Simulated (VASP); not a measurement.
Wanted: the native input for a VASP 6.6.1 run.

```
Task                   : single point
Functional             : PBE
Potentials or basis    : VASP PAW PBE potentials, release 64 (Rh_pv)
Cutoff                 : 520 eV
k mesh                 : 21 × 21 × 12
Occupations            : gaussian, width 0.15 eV
Spin                   : no spin polarisation
Dipole correction      : no
Further INCAR settings : ALGO = Fast; EDIFF = 1e-07; NBANDS = 22
```

The structure of Rh lies in POSCAR:

```
Rh
1.0
    2.5365489967      0.0000000000      0.0000000000
   -1.2682744984      2.1967158691      0.0000000000
    0.0000000000      0.0000000000      4.6051047036
Rh
2
Direct
    0.6666666667      0.3333333333      0.7500000000
    0.3333333333      0.6666666667      0.2500000000
```

This isn't the form of Rh at room conditions, which is fcc.

These files were run (other wordings do the same):

INCAR

```
SYSTEM = Rh
PREC = Accurate ; ENCUT = 520
EDIFF = 1E-7 ; ISMEAR = 0
SIGMA = 0.15 ; LREAL = .False.
LASPH = .True. ; NELM = 60
ALGO = Fast ; ISIF = 2
LWAVE = .False. ; LCHARG = .False.
GGA = PE ; NBANDS = 22
```

KPOINTS

```
regular mesh
0
Gamma
  21 21 12
  0 0 0
```

Potentials or basis: VASP PAW PBE potentials, release 64 (Rh_pv).

Run with:

```bash
$ cat potpaw_PBE.64/Rh_pv/POTCAR > POTCAR
$ mpirun -np 1 vasp_std > vasp.out
```

Results of the run:

```yaml
Pressure: 35.6 GPa
Band_gap_on_the_k_mesh: zero (bands 15 and 16 overlap by 3.05 eV)
```

Caveat: the stress differs along the axes, from 4 to 51 GPa.

It took 3.7 min on 1 thread of Intel Xeon 8259CL (shared host), peak memory 0.26 GiB.
